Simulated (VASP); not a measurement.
# Ag in VASP: further runs

Runs on Ag. Level: PBE. Tasks: single point.

All numbers are computed with VASP 6.6.1; they aren't measurements. Logs are shortened: lines on timing, memory, paths and dates and some standing lists are left out, and cuts for length are marked.

## (1) The cell of the first run

The cell holds a wire or tube with vacuum around it, 9 atoms: a = 13.100 Å, b = 13.400 Å, c = 2.870 Å, α = 90.00°, β = 90.00°, γ = 90.00°.

## (2) Single point, PBE

Contents of INCAR:

```
SYSTEM = Ag
PREC = Accurate
ENCUT = 520
EDIFF = 1E-6
ISMEAR = 0
SIGMA = 0.05
LREAL = .FALSE.
LASPH = .TRUE.
NELM = 100
ALGO = Normal
ISIF = 2
LWAVE = .FALSE.
LCHARG = .TRUE.
GGA = PE
LELF = .TRUE.
LVHAR = .TRUE.
NBANDS = 60
```

Contents of KPOINTS:

```
Automatic mesh
0
G
  1 1 13
  0 0 0
```

Contents of POSCAR:

```
Ag
1.0
   13.1000000000      0.0000000000      0.0000000000
    0.0000000000     13.4000000000      0.0000000000
    0.0000000000      0.0000000000      2.8702466211
Ag
9
Direct
    0.5000000000      0.5000000000      0.0000000000
    0.5000000000      0.3097066498      0.5000000000
    0.5000000000      0.6902933502      0.5000000000
    0.3053387795      0.5000000000      0.5000000000
    0.6946612205      0.5000000000      0.5000000000
    0.3158653864      0.3199765543      0.0000000000
    0.3158653864      0.6800234457      0.0000000000
    0.6841346136      0.3199765543      0.0000000000
    0.6841346136      0.6800234457      0.0000000000
```

Potentials or basis: VASP PAW PBE potentials, release 64 (Ag).

Launch:

```sh
cat potpaw_PBE.64/Ag/POTCAR > POTCAR
mpirun -np 1 vasp_std > vasp.out
```

OUTCAR:

```text
SYSTEM = Ag
   PREC = Accurate
   ENCUT = 520
   EDIFF = 1E-6
   ISMEAR = 0
   LREAL = .FALSE.
   LASPH = .TRUE.
   NELM = 100
   ISIF = 2
   GGA = PE

 ion  position               nearest neighbor table
   1  0.500  0.500  0.000-   2 2.93   3 2.93   2 2.93   3 2.93   4 2.93   5 2.93   4 2.93   5 2.93
                             6 3.41   7 3.41   8 3.41   9 3.41
   2  0.500  0.310  0.500-   6 2.81   8 2.81   6 2.81   8 2.81   1 2.93   1 2.93   5 3.61   4 3.61

   3  0.500  0.690  0.500-   7 2.81   9 2.81   7 2.81   9 2.81   1 2.93   1 2.93   5 3.61   4 3.61

   4  0.305  0.500  0.500-   6 2.81   7 2.81   6 2.81   7 2.81   1 2.93   1 2.93   3 3.61   2 3.61

   5  0.695  0.500  0.500-   8 2.81   9 2.81   8 2.81   9 2.81   1 2.93   1 2.93   3 3.61   2 3.61

   6  0.316  0.320  0.000-   2 2.81   2 2.81   4 2.81   4 2.81   1 3.41
   7  0.316  0.680  0.000-   3 2.81   3 2.81   4 2.81   4 2.81   1 3.41
   8  0.684  0.320  0.000-   2 2.81   2 2.81   5 2.81   5 2.81   1 3.41
   9  0.684  0.680  0.000-   3 2.81   3 2.81   5 2.81   5 2.81   1 3.41

  LATTYP: Found a simple orthorhombic cell.
 ALAT       =     2.8702466211
 B/A-ratio  =     4.5640677368
 C/A-ratio  =     4.6685883720

  Lattice vectors:

 A1 = (   0.0000000000,   0.0000000000,   2.8702466211)
 A2 = (  13.1000000000,   0.0000000000,   0.0000000000)
 A3 = (   0.0000000000,  13.4000000000,   0.0000000000)

Analysis of symmetry for initial positions (statically):
=====================================================================
 Subroutine PRICEL returns:
 Original cell was already a primitive cell.

 Routine SETGRP: Setting up the symmetry group for a
 simple orthorhombic supercell.

 Subroutine GETGRP returns: Found  8 space group operations
 (whereof  8 operations were pure point group operations)
 out of a pool of  8 trial point group operations.

The static configuration has the point symmetry D_2h.

Analysis of symmetry for dynamics (positions and initial velocities):
=====================================================================
 Subroutine PRICEL returns:
 Original cell was already a primitive cell.

 Routine SETGRP: Setting up the symmetry group for a
 simple orthorhombic supercell.

 Subroutine GETGRP returns: Found  8 space group operations
 (whereof  8 operations were pure point group operations)
 out of a pool of  8 trial point group operations.

The dynamic configuration has the point symmetry D_2h.

 Subroutine INISYM returns: Found  8 space group operations
 (whereof  8 operations are pure point group operations),
 and found     1 'primitive' translations

----------------------------------------------------------------------------------------

                                     Primitive cell

  volume of cell :     503.8431

  direct lattice vectors                    reciprocal lattice vectors
    13.100000000  0.000000000  0.000000000     0.076335878  0.000000000  0.000000000
     0.000000000 13.400000000  0.000000000     0.000000000  0.074626866  0.000000000
     0.000000000  0.000000000  2.870246621     0.000000000  0.000000000  0.348402117

  length of vectors
    13.100000000 13.400000000  2.870246621     0.076335878  0.074626866  0.348402117

  position of ions in fractional coordinates (direct lattice)
     0.500000000  0.500000000  0.000000000
     0.500000000  0.309706650  0.500000000
     0.500000000  0.690293350  0.500000000
     0.305338779  0.500000000  0.500000000
     0.694661221  0.500000000  0.500000000
     0.315865386  0.319976554  0.000000000
     0.315865386  0.680023446  0.000000000
     0.684134614  0.319976554  0.000000000
     0.684134614  0.680023446  0.000000000

  ion indices of the primitive-cell ions
   primitive index   ion index
                 1           1
                 2           2
                 3           3
                 4           4
                 5           5
                 6           6
                 7           7
                 8           8
                 9           9

----------------------------------------------------------------------------------------

 KPOINTS: Automatic mesh

Automatic generation of k-mesh.
 Grid dimensions read from file:
 generate k-points for:    1    1   13

 Generating k-lattice:

  Cartesian coordinates                     Fractional coordinates (reciprocal lattice)
     0.076335878  0.000000000  0.000000000     1.000000000  0.000000000  0.000000000
     0.000000000  0.074626866  0.000000000     0.000000000  1.000000000  0.000000000
     0.000000000  0.000000000  0.026800163     0.000000000  0.000000000  0.076923077

  Length of vectors
     0.076335878  0.074626866  0.026800163

  Shift w.r.t. Gamma in fractional coordinates (k-lattice)
     0.000000000  0.000000000  0.000000000

 Subroutine IBZKPT returns following result:
 ===========================================

 Found      7 irreducible k-points:

 Following reciprocal coordinates:
            Coordinates               Weight
  0.000000  0.000000  0.000000      1.000000
  0.000000  0.000000  0.076923      2.000000
  0.000000  0.000000  0.153846      2.000000
  0.000000  0.000000  0.230769      2.000000
  0.000000  0.000000  0.307692      2.000000
  0.000000  0.000000  0.384615      2.000000
  0.000000  0.000000  0.461538      2.000000
   k-points           NKPTS =      7   k-points in BZ     NKDIM =      7   number of bands    NBANDS=     60
   number of dos      NEDOS =    301   number of ions     NIONS =      9
   total plane-waves  NPLWV = 235200
   dimension x,y,z NGX =    98 NGY =  100 NGZ =   24
   dimension x,y,z NGXF=   196 NGYF=  200 NGZF=   48
   ions per type =               9
   NGX,Y,Z   is equivalent  to a cutoff of  12.44, 12.41, 13.90 a.u.
   NGXF,Y,Z  is equivalent  to a cutoff of  24.87, 24.81, 27.80 a.u.
 SYSTEM =  Ag
   PREC   = accura    normal or accurate (medium, high low for compatibility)
   ISTART =      0    job   : 0-new  1-cont  2-samecut
   ICHARG =      2    charge: 1-file 2-atom 10-const
   ISPIN  =      1    spin polarized calculation?
   LNONCOLLINEAR =      F non collinear calculations
   LSORBIT =      F    spin-orbit coupling
   LASPH  =      T    aspherical Exc in radial PAW
   ENCUT  =  520.0 eV  38.22 Ry    6.18 a.u.  24.36 24.92  5.34*2*pi/ulx,y,z
   NELM   =    100;   NELMIN=  2; NELMDL= -5     # of ELM steps
   EDIFF  = 0.1E-05   stopping-criterion for ELM
   LREAL  =      F    real-space projection
   EDIFFG = 0.1E-04   stopping-criterion for IOM
   NSW    =      0    number of steps for IOM
   IBRION =     -1    ionic relax: 0-MD 1-quasi-New 2-CG
   NFREE  =      0    steps in history (QN), initial steepest desc. (CG)
   ISIF   =      2    stress and relaxation
   ISYM   =      2    0-nonsym 1-usesym 2-fastsym
   POTIM  = 0.5000    time-step for ionic-motion
   TEBEG  =    0.0;   TEEND  =   0.0 temperature during run
   PSTRESS=    0.0 pullay stress
   NELECT =      99.0000    total number of electrons
   NUPDOWN=      -1.0000    fix difference up-down
   EMIN   =  10.00;   EMAX   =-10.00  energy-range for DOS
   EFERMI =   0.00;   METHOD = LEGACY
   ISMEAR =     0;   SIGMA  =   0.05  broadening in eV -4-tet -1-fermi 0-gaus
   EFERMI_NEDOS =   21; number of points for ismear=-14 and -15
   IALGO  =     38    algorithm
   IMIX   =      4    mixing-type and parameters
     AMIX     =   0.40;   BMIX     =  1.00
     AMIX_MAG =   1.60;   BMIX_MAG =  1.00
  volume/ion in A,a.u.               =      55.98       377.79
  Fermi-wavevector in a.u.,A,eV,Ry     =   0.951747  1.798541 12.324458  0.905822
  Thomas-Fermi vector in A             =   2.080246
   LORBIT       =      0    0 simple, 1 ext, 2 COOP (PROOUT), +10 PAW based schemes
   GGA     = PE    functional components
   LHFCALC =     F    Hartree Fock is set to
   AEXX    =    0.0000 exact exchange contribution
   IVDW    =     0    specifies the selected vdW correction
   LEPSILON=     F    determine dielectric tensor
   LRPA    =     F    only Hartree local field effects (RPA)
 non-spin polarized calculation
 Gauss-broadening in eV      SIGMA  =   0.05
  energy-cutoff  :      520.00
  volume of cell :      503.84
 maximum number of plane-waves:     13619
 NGX is ok and might be reduce to    98
   NGX = 49   NGY = 49   NGZ = 11

 number of electron      98.9999950 magnetization

 Free energy of the ion-electron system (eV)
  ---------------------------------------------------
  ext. energy  EPLUGINS =         0.00000000
  ---------------------------------------------------
  free energy    TOTEN  =       -20.24914550 eV

  energy without entropy =      -20.24144948  energy(sigma->0) =      -20.24529749

 E-fermi :  -0.3258     XC(G=0):  -5.1589

 val. band max:       -0.3496324123   @ k =   0.0000   0.0000   0.0000
 cond. band min:      -0.3245330450   @ k =   0.0000   0.0000   0.2308
 fundamental gap:      0.0250993673
 Fermi energy:        -0.3258148869

 k-point     1 :       0.0000    0.0000    0.0000
  band No.  band energies     occupation
      1      -6.7776      2.00000
      2      -6.2338      2.00000
      3      -6.1632      2.00000
      4      -6.1118      2.00000
      5      -6.0876      2.00000
      6      -6.0871      2.00000
[... 52 lines left out ...]
     59       3.3534      0.00000
     60       3.5243      0.00000

 k-point     2 :       0.0000    0.0000    0.0769
  band No.  band energies     occupation
      1      -6.6578      2.00000
      2      -6.1436      2.00000
      3      -6.0644      2.00000
      4      -6.0098      2.00000
      5      -5.9766      2.00000
      6      -5.9762      2.00000
[... 52 lines left out ...]
     59       3.4464      0.00000
     60       3.6177      0.00000

 k-point     3 :       0.0000    0.0000    0.1538
  band No.  band energies     occupation
      1      -6.3418      2.00000
      2      -5.9061      2.00000
      3      -5.8062      2.00000
      4      -5.7871      2.00000
      5      -5.7383      2.00000
      6      -5.7378      2.00000
[... 241 lines left out ...]
     59       4.6014      0.00000
     60       4.9985      0.00000

 k-point     7 :       0.0000    0.0000    0.4615
  band No.  band energies     occupation
      1      -5.9455      2.00000
      2      -5.9455      2.00000
      3      -5.9420      2.00000
      4      -5.9099      2.00000
      5      -5.8129      2.00000
      6      -5.8109      2.00000
[... 52 lines left out ...]
     59       4.5986      0.00000
     60       5.4268      0.00000

------------------------ aborting loop because EDIFF is reached ----------------------------------------

  FORCE on cell =-STRESS in cart. coord.  units (eV):
  Direction    XX          YY          ZZ          XY          YZ          ZX
  --------------------------------------------------------------------------------------
  -------------------------------------------------------------------------------------
  Total       -0.2830952     -0.2787704     -0.1328075      0.0000000      0.0000000      0.0000000
  in kB       -0.9002182     -0.8864656     -0.4223163      0.0000000      0.0000000      0.0000000
  external PRESSURE =      -0.7363333 kB  Pullay stress =       0.0000000 kB

 VOLUME and BASIS-vectors are now :
 -----------------------------------------------------------------------------
  energy-cutoff  :      520.00
  volume of cell :      503.84
      direct lattice vectors                 reciprocal lattice vectors
    13.100000000  0.000000000  0.000000000     0.076335878  0.000000000  0.000000000
     0.000000000 13.400000000  0.000000000     0.000000000  0.074626866  0.000000000
     0.000000000  0.000000000  2.870246621     0.000000000  0.000000000  0.348402117

 POSITION                                       TOTAL-FORCE (eV/Angst)
 -----------------------------------------------------------------------------------
      6.55000      6.70000      0.00000         0.000000      0.000000      0.000000
      6.55000      4.15007      1.43512         0.000000      0.003627      0.000000
      6.55000      9.24993      1.43512         0.000000     -0.003627     -0.000000
      3.99994      6.70000      1.43512         0.001621      0.000000     -0.000000
      9.10006      6.70000      1.43512        -0.001621      0.000000      0.000000
      4.13784      4.28769      0.00000         0.005316      0.007131     -0.000000
      4.13784      9.11231      0.00000         0.005316     -0.007131      0.000000
      8.96216      4.28769      0.00000        -0.005316      0.007131      0.000000
      8.96216      9.11231      0.00000        -0.005316     -0.007131     -0.000000
 -----------------------------------------------------------------------------------
    total drift:                                0.000000     -0.000000      0.000000

  FREE ENERGIE OF THE ION-ELECTRON SYSTEM (eV)
  ---------------------------------------------------
  free  energy   TOTEN  =       -20.2491454997 eV

  energy  without entropy=      -20.2414494780  energy(sigma->0) =      -20.24529749
```

It took 2.3 min on 1 thread of AMD EPYC 9R45 (Zen 5), shared host; peak memory 0.55 GiB.

Results:

| Item | Value |
| --- | --- |
| Free energy | -20.2491 eV |
| Largest force | 0.009 eV/Å |
| Band gap on the k mesh | zero (an odd number of electrons rules out a gap without spin polarisation) |

Forces in eV/Å, atoms in the order of the input:
```
Ag   0.000  0.000  0.000
Ag   0.000  0.004  0.000
Ag   0.000 -0.004  0.000
Ag   0.002  0.000  0.000
Ag  -0.002  0.000  0.000
Ag   0.005  0.007  0.000
Ag   0.005 -0.007  0.000
Ag  -0.005  0.007  0.000
Ag  -0.005 -0.007  0.000
```

Levels at points of the mesh, in eV from the Fermi level:
```csv
k point,band 48,band 49,band 50,band 51,band 52,band 53
"(0.00, 0.00, 0.00)",-2.77,-2.40,-1.35,-1.03,-0.03,-0.02
```

## (3) Single point, PBE

This run uses another cell than the first one.

INCAR is that of step 2.

Contents of KPOINTS:

```
regular mesh
0
G
  1 1 13
  0 0 0
```

Contents of POSCAR:

```
Ag
1.0
   13.1000000000      0.0000000000      0.0000000000
    0.0000000000     13.4000000000      0.0000000000
    0.0000000000      0.0000000000      4.1471786766
Ag
9
Direct
    0.5000000000      0.5000000000      0.0000000000
    0.5000000000      0.3452545270      0.5000000000
    0.5000000000      0.6547454730      0.5000000000
    0.3417107375      0.5000000000      0.5000000000
    0.6582892625      0.5000000000      0.5000000000
    0.3417107375      0.3452545270      0.0000000000
    0.3417107375      0.6547454730      0.0000000000
    0.6582892625      0.3452545270      0.0000000000
    0.6582892625      0.6547454730      0.0000000000
```

Potentials or basis: VASP PAW PBE potentials, release 64 (Ag).

Launch:

```sh
cat potpaw_PBE.64/Ag/POTCAR > POTCAR
mpirun -np 1 vasp_std > vasp.out
```

OUTCAR:

```text
SYSTEM = Ag
   PREC = Accurate
   ENCUT = 520
   EDIFF = 1E-6
   ISMEAR = 0
   LREAL = .FALSE.
   LASPH = .TRUE.
   NELM = 100
   ISIF = 2
   GGA = PE

 ion  position               nearest neighbor table
   1  0.500  0.500  0.000-   2 2.93   3 2.93   2 2.93   3 2.93   8 2.93   9 2.93   6 2.93   7 2.93
                             4 2.93   5 2.93   4 2.93   5 2.93
   2  0.500  0.345  0.500-   1 2.93   1 2.93   5 2.93   4 2.93   8 2.93   6 2.93   6 2.93   8 2.93

   3  0.500  0.655  0.500-   1 2.93   1 2.93   5 2.93   4 2.93   9 2.93   7 2.93   7 2.93   9 2.93

   4  0.342  0.500  0.500-   6 2.93   7 2.93   6 2.93   7 2.93   2 2.93   3 2.93   1 2.93   1 2.93

   5  0.658  0.500  0.500-   8 2.93   9 2.93   8 2.93   9 2.93   2 2.93   3 2.93   1 2.93   1 2.93

   6  0.342  0.345  0.000-   4 2.93   4 2.93   1 2.93   2 2.93   2 2.93
   7  0.342  0.655  0.000-   4 2.93   4 2.93   1 2.93   3 2.93   3 2.93
   8  0.658  0.345  0.000-   5 2.93   5 2.93   1 2.93   2 2.93   2 2.93
   9  0.658  0.655  0.000-   5 2.93   5 2.93   1 2.93   3 2.93   3 2.93

  LATTYP: Found a simple orthorhombic cell.
 ALAT       =     4.1471786766
 B/A-ratio  =     3.1587739573
 C/A-ratio  =     3.2311122922

[... 186 lines left out ...]
      1      -7.3425      2.00000
      2      -6.8907      2.00000
      3      -6.7938      2.00000
      4      -6.7937      2.00000
      5      -6.7602      2.00000
      6      -6.7111      2.00000
[... 430 lines left out ...]
     59       1.5377      0.00000
     60       3.1154      0.00000

------------------------ aborting loop because EDIFF is reached ----------------------------------------

  FORCE on cell =-STRESS in cart. coord.  units (eV):
  Direction    XX          YY          ZZ          XY          YZ          ZX
  --------------------------------------------------------------------------------------
  -------------------------------------------------------------------------------------
  Total       -3.5501621     -3.5690812     -7.6902739      0.0000000      0.0000000     -0.0000000
  in kB       -7.8132178     -7.8548549    -16.9248001      0.0000000      0.0000000     -0.0000000
  external PRESSURE =     -10.8642909 kB  Pullay stress =       0.0000000 kB

 VOLUME and BASIS-vectors are now :
 -----------------------------------------------------------------------------
  energy-cutoff  :      520.00
  volume of cell :      728.00
      direct lattice vectors                 reciprocal lattice vectors
    13.100000000  0.000000000  0.000000000     0.076335878  0.000000000  0.000000000
     0.000000000 13.400000000  0.000000000     0.000000000  0.074626866  0.000000000
     0.000000000  0.000000000  4.147178677     0.000000000  0.000000000  0.241127783

 POSITION                                       TOTAL-FORCE (eV/Angst)
 -----------------------------------------------------------------------------------
      6.55000      6.70000      0.00000         0.000000      0.000000      0.000000
      6.55000      4.62641      2.07359         0.000000      0.130247     -0.000000
      6.55000      8.77359      2.07359         0.000000     -0.130247      0.000000
      4.47641      6.70000      2.07359         0.128794      0.000000      0.000000
      8.62359      6.70000      2.07359        -0.128794      0.000000     -0.000000
      4.47641      4.62641      0.00000         0.352515      0.354158     -0.000000
      4.47641      8.77359      0.00000         0.352515     -0.354158      0.000000
      8.62359      4.62641      0.00000        -0.352515      0.354158      0.000000
      8.62359      8.77359      0.00000        -0.352515     -0.354158      0.000000
 -----------------------------------------------------------------------------------
    total drift:                                0.000000     -0.000000      0.000000

  FREE ENERGIE OF THE ION-ELECTRON SYSTEM (eV)
  ---------------------------------------------------
  free  energy   TOTEN  =       -18.7707641153 eV

  energy  without entropy=      -18.7611491257  energy(sigma->0) =      -18.76595662
```

Wall time 3.1 min (1 thread of AMD EPYC 9R45 (Zen 5), shared host); peak memory 0.7 GiB.

What came out:

| Quantity | Value |
| --- | --- |
| Free energy | -18.7708 eV |
| Largest force | 0.500 eV/Å |
| Band gap on the k mesh | zero (an odd number of electrons rules out a gap without spin polarisation) |

Forces in eV/Å, atoms in the order of the input:
```
Ag   0.000  0.000  0.000
Ag   0.000  0.130  0.000
Ag   0.000 -0.130  0.000
Ag   0.129  0.000  0.000
Ag  -0.129  0.000  0.000
Ag   0.353  0.354  0.000
Ag   0.353 -0.354  0.000
Ag  -0.353  0.354  0.000
Ag  -0.353 -0.354  0.000
```

The gap in the log of VASP goes by the Fermi energy; the results here count the filled bands.